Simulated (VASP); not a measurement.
**Pb: single point with LDA**

The system is Pb.

```
Pb
1.0
     0.00000    2.44105    2.44105
     2.44105    0.00000    2.44105
     2.44105    2.44105    0.00000
Pb
1
Cartesian
  0.0000 0.0000 0.0000
```

```yaml
Program: VASP 6.6.1
Task: single point
Functional: LDA
Potentials_or_basis: VASP PAW LDA potentials, release 64 (Pb_d)
Cutoff: 520 eV
k_mesh: 14 × 14 × 14
Occupations: gaussian, width 0.1 eV
Spin: no spin polarisation
```

```yaml
Pressure: 0.0 GPa
Band_gap_on_the_k_mesh: zero (bands 7 and 8 overlap by 9.31 eV)
```

Levels at points of the mesh, in eV from the Fermi level:
```csv
k point,band 4,band 5,band 6,band 7,band 8,band 9,band 10,band 11
"(0.00, 0.00, 0.00)",-16.93,-16.93,-12.11,7.63,7.63,7.63,9.80,11.95
"(0.50, 0.00, 0.00)",-16.78,-16.78,-8.24,-4.46,5.70,5.70,9.28,9.88
"(0.50, 0.50, 0.00)",-16.74,-16.74,-6.73,-3.49,2.01,2.01,5.54,6.81
```

It took 47 s on 1 thread of Intel Xeon 8259CL (shared host), peak memory 0.16 GiB.

Caveat: spin-orbit coupling is left out, which moves the levels of the heavy elements.
